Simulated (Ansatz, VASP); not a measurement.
# Two plane-wave programs on W

```
W
1.0
     2.77623    0.00000    0.00000
    -1.38812    2.40429    0.00000
     0.00000    0.00000   20.40834
W
8
Direct
  0.00000 0.00000 0.06593
  0.00000 0.00000 0.56593
  0.00000 0.00000 0.43407
  0.00000 0.00000 0.93407
  0.33333 0.66667 0.18443
  0.66667 0.33333 0.68443
  0.33333 0.66667 0.31557
  0.66667 0.33333 0.81557
```

Alike in both runs: functional PBE; k mesh 15 × 15 × 2; occupations gaussian, width 0.1 eV; no spin polarisation.

Ansatz relaxed the structure, and its values are those at the end. VASP's run is a single point on that final structure, the one shown.

|  | VASP | Ansatz |
| --- | --- | --- |
| version | VASP 6.6.1 | Ansatz 0.2.0 |
| potentials or method | VASP PAW PBE potentials, release 64 (W_sv), cutoff 520 eV | scalar-relativistic, plane waves, PAW |
| valence electrons in the cell | 112 | 112 |

```tsv
	VASP	Ansatz	Ansatz less VASP
gap on the k mesh at the Fermi level (eV)	none	none	-
pressure (GPa)	0.5	0.0	-0.55
```

A gap of «none» marks a metal or a gap that the smearing closes.

Neither program's run includes spin-orbit coupling.
